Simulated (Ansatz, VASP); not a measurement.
## Si in VASP and in Ansatz

```
Si
1.0
     2.60449    0.00517   -0.01146
    -1.29777    2.25828   -0.00872
    -0.01078   -0.01570    2.49115
Si
1
Direct
  0.98790 0.98721 0.98432
```

Change from the starting cell: cell strained at random at fixed volume.

Alike in both runs: task single point; functional PBEsol; k mesh 12 × 12 × 11; occupations fermi-dirac, width 0.05 eV; no spin polarisation.

|  | VASP | Ansatz |
| --- | --- | --- |
| version | VASP 6.6.1 | Ansatz 0.2.0 |
| potentials or method | VASP PAW PBE potentials, release 64 (Si), cutoff 520 eV | all-electron LAPW, scalar-relativistic |

```csv
,VASP,Ansatz,Ansatz less VASP
gap on the k mesh at the Fermi level (eV),none,none,-
pressure (GPa),0.6,0.4,-0.15
"traceless stress, the component that is largest in VASP (GPa)",1.32,1.32,-0.003
```

VASP's potentials were made for PBE, not for PBEsol. A gap of «none» marks a metal or a gap that the smearing closes. Ansatz ran all-electron here, and VASP with PAW potentials.
